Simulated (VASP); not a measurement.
Here is a VASP 6.6.1 calculation.

INCAR

```
SYSTEM = Si3Ru
ALGO     = Normal         ! electronic algorithm
EDIFF    = 1E-7           ! SCF threshold, eV
ENCUT    = 520            ! plane-wave cutoff, eV
GGA      = PE             ! functional
ISIF     = 2              ! what is computed and relaxed
ISMEAR   = 0              ! smearing method
LASPH    = .True.         ! aspherical terms in the spheres
LCHARG   = .False.        ! write CHGCAR
LREAL    = .False.        ! projectors in reciprocal space
LWAVE    = .False.        ! write WAVECAR
NBANDS   = 21             ! bands
NELM     = 100            ! most SCF steps
PREC     = Accurate       ! precision mode
SIGMA    = 0.1            ! smearing width, eV
```

KPOINTS

```
k-points
0
Gamma
  12 12 12
  0 0 0
```

File POSCAR:

```
Si3Ru
1.0
    3.7817332909      0.0000000000      0.0000000000
    0.0000000000      3.7817332909      0.0000000000
    0.0000000000      0.0000000000      3.7817332909
Si Ru
3 1
Direct
    0.0000000000      0.5000000000      0.5000000000
    0.5000000000      0.0000000000      0.5000000000
    0.5000000000      0.5000000000      0.0000000000
    0.0000000000      0.0000000000      0.0000000000
```

Potentials or basis: VASP PAW PBE potentials, release 64 (Si, Ru_pv).

Command:

```console
$ cat potpaw_PBE.64/Si/POTCAR potpaw_PBE.64/Ru_pv/POTCAR > POTCAR
$ mpirun -np 1 vasp_std > vasp.out
```

(1) Estimate the band gap on the k mesh.

(2) Predict the pressure.

Answers

(1) zero (bands 13 and 14 overlap by 1.57 eV).

(2) -0.1 GPa.
